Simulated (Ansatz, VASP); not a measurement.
# One calculation of TaN, two programs

```
CELL_PARAMETERS angstrom
2.96742 0.00000 0.00000
-1.48371 2.56986 0.00000
0.00000 0.00000 5.63186
ATOMIC_POSITIONS crystal
Ta 0.00000 0.00000 0.00000
Ta 0.33333 0.66667 0.50000
N 0.66667 0.33333 0.25000
N 0.66667 0.33333 0.75000
```

Alike in both runs: functional PBE; k mesh 12 × 12 × 9; occupations gaussian, width 0.1 eV; no spin polarisation.

Ansatz relaxed the structure, and its values are those at the end. VASP's run is a single point on that final structure, the one shown.

```csv
,VASP,Ansatz
version,VASP 6.6.1,Ansatz 0.2.0
potentials or method,"VASP PAW PBE potentials, release 64 (Ta_pv, N), cutoff 520 eV","scalar-relativistic, plane waves, PAW"
valence electrons in the cell,32,36
```

Ansatz gave:

* gap on the k mesh at the Fermi level (eV): none
* pressure (GPa): 0.0

**Question.** What did VASP give for the same quantities?

**Answer.** gap on the k mesh at the Fermi level (eV): none; pressure (GPa): 0.8.

A gap of «none» marks a metal or a gap that the smearing closes. The functional is the same, so the differences come from potentials, cutoffs and numerics. VASP's potentials hold 32 valence electrons a cell and Ansatz's 36, so a difference there can come from the potentials and not from the codes.

Spin-orbit coupling is off throughout.
